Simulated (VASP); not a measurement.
# Sn: single point with PBE

Crystal: Sn.

```xyz
2
Lattice="0.0000 3.3430 3.3430 3.3430 0.0000 3.3430 3.3430 3.3430 0.0000" Properties=species:S:1:pos:R:3 pbc="T T T"
Sn    3.3430    3.3430    3.3430
Sn    5.0145    5.0145    5.0145
```

This cell differs from its parent crystal: strain +0.030 along x and y, +0.030 along z.

- Program: VASP 6.6.1
- Task: single point
- Functional: PBE
- Potentials or basis: VASP PAW PBE potentials, release 64 (Sn_d)
- Cutoff: 520 eV
- k mesh: 12 × 12 × 12
- Occupations: gaussian, width 0.15 eV
- Spin: no spin polarisation
- Dipole correction: no
- Further INCAR settings: ALGO = Normal; EDIFF = 1e-07; NBANDS = 21

The pressure is -0.5 GPa and the band gap on the k mesh is zero (bands 14 and 15 overlap by 0.25 eV).

Levels at points of the mesh, in eV from the Fermi level:
```tsv
k point	band 12	band 13	band 14	band 15	band 16	band 17
(0.00, 0.00, 0.00)	-1.22	0.11	0.11	0.11	2.16	2.16
(0.50, 0.00, 0.00)	-5.97	-0.97	-0.97	-0.15	3.21	3.21
(0.50, 0.50, 0.00)	-7.21	-2.16	-2.16	0.93	0.93	7.19
```

It took 34 s on 1 thread of Intel(R) Xeon(R) 6975P-C (Granite Rapids), on a shared host, peak memory 0.25 GiB.

Caveat: the cell differs from its parent crystal (strain +0.030 along x and y, +0.030 along z); spin-orbit coupling is left out, which moves the levels of the heavy elements.
